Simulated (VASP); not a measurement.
Here is a VASP 6.6.1 calculation.

INCAR

```
ALGO = Normal
EDIFF = 1E-6
ENCUT = 520
GGA = PE
ISIF = 2
ISMEAR = 0
LASPH = T
LCHARG = F
LREAL = F
LWAVE = F
NBANDS = 16
NELM = 100
PREC = Accurate
SIGMA = 0.15
```

The input KPOINTS:

```
k-points
0
Gamma
  16 16 16
```

The input POSCAR:

```
GaSb
1.0
    0.0000000000      3.2001282505      3.1069206316
    3.2001282505      0.0000000000      3.1069206316
    3.2001282505      3.2001282505      0.0000000000
Ga Sb
1 1
Direct
    0.0000000000      0.0000000000      0.0000000000
    0.7500000000      0.7500000000      0.7500000000
```

Potentials or basis: VASP PAW PBE potentials, release 64 (Ga_d, Sb).

The run is started by

```bash
$ cat potpaw_PBE.64/Ga_d/POTCAR potpaw_PBE.64/Sb/POTCAR > POTCAR
$ mpirun -np 1 vasp_std > vasp.out
```

(1) What does it give for the pressure?

## Answers

(1) -2.2 GPa.

Caveat: the cell differs from its parent crystal (strain +0.0300 x Voigt [1, 1, 0, 0, 0, 0]).
